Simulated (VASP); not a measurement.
Write the native input for VASP 6.6.1 that does the following.

| Item | Value |
| --- | --- |
| Task | relaxation of cell and atoms |
| Functional | LDA |
| Potentials or basis | VASP PAW LDA potentials, release 64 (Ga_d, Pt) |
| Cutoff | 600 eV |
| k mesh | 9 × 9 × 9 |
| Occupations | gaussian, width 0.05 eV |
| Spin | no spin polarisation |
| Target pressure | 2 GPa |
| Dipole correction | no |
| Further INCAR settings | ALGO = Normal; EDIFF = 1e-07; IBRION = 2; EDIFFG = -0.01; NSW = 80; ISIF = 3 |

The structure of Ga2Pt lies in POSCAR:

```
Ga2Pt
1.0
    4.1797080000      0.0000000000      0.0000000000
    2.0898540000      3.6197333084      0.0000000000
    2.0898540000      1.2065777695      3.4127172913
Ga Pt
2 1
Direct
    0.2500000000      0.2500000000      0.2500000000
    0.7500000000      0.7500000000      0.7500000000
    0.0000000000      0.0000000000      0.0000000000
```

The input as run:

INCAR

```
  ALGO = Normal
  EDIFF = 1E-7
  EDIFFG = -0.01
  ENCUT = 600
  IBRION = 2
  ISIF = 3
  ISMEAR = 0
  LASPH = True
  LCHARG = False
  LREAL = False
  LWAVE = False
  NELM = 60
  NSW = 80
  PREC = Accurate
  PSTRESS = 20.0
  SIGMA = 0.05
```

KPOINTS

```
k-points
0
Gamma
  9 9 9
```

Potentials or basis: VASP PAW LDA potentials, release 64 (Ga_d, Pt).

The run is started by

```bash
$ cat potpaw_LDA.64/Ga_d/POTCAR potpaw_LDA.64/Pt/POTCAR > POTCAR
$ mpirun -np 1 vasp_std > vasp.out
```

It gave:

| Item | Value |
| --- | --- |
| Relaxed volume | 16.67 Å³/atom |
| Relaxed cell | a = 4.136 Å, b = 4.136 Å, c = 4.136 Å, α = 60.00°, β = 60.00°, γ = 60.00° |
| Space group after relaxing (to 0.1 Å) | Fm-3m (No. 225) |
| Energy change on relaxing (the run minimises the enthalpy) | -1.1 meV/atom |
| Ionic steps | 3 |
| Pressure after relaxing | 2.0 GPa |
| Band gap on the k mesh | zero (bands 18 and 19 overlap by 7.07 eV) |

Caveat: the cell is relaxed towards a set pressure, so the run minimises the enthalpy, not the energy; spin-orbit coupling is left out, which moves the levels of the heavy elements.

It took 3.7 min on 1 thread of AMD EPYC 7R13, with other jobs on the host, peak memory 0.18 GiB.
